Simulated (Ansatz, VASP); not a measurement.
ZrB2: VASP beside Ansatz

```
Zr B
1.0
     3.15441    0.00000    0.00000
    -1.57721    2.73180    0.00000
     0.00000    0.00000    3.50823
Zr B
1 2
Direct
  0.00000 0.00000 0.00000
  0.33333 0.66667 0.50000
  0.66667 0.33333 0.50000
```

Change from the starting cell: volume scaled by 0.99.

Alike in both runs: task single point; functional LDA; k mesh 13 × 13 × 10; occupations fermi-dirac, width 0.03 eV; no spin polarisation.

|  | VASP | Ansatz |
| --- | --- | --- |
| version | VASP 6.6.1 | Ansatz 0.2.0 |
| potentials or method | VASP PAW LDA potentials, release 64 (Zr_sv, B), cutoff 520 eV | all-electron LAPW, scalar-relativistic |

VASP gave:

- pressure (GPa): -4.4
- traceless stress, the component that is largest in VASP (GPa): 0.73

Problem. Estimate Ansatz's values.

Solution. Pressure (GPa): -4.9; traceless stress, the component that is largest in VASP (GPa): 0.73.

LDA's correlation is that of Perdew and Zunger in VASP and of Perdew and Wang (1992) in Ansatz. Ansatz ran all-electron here, and VASP with PAW potentials.
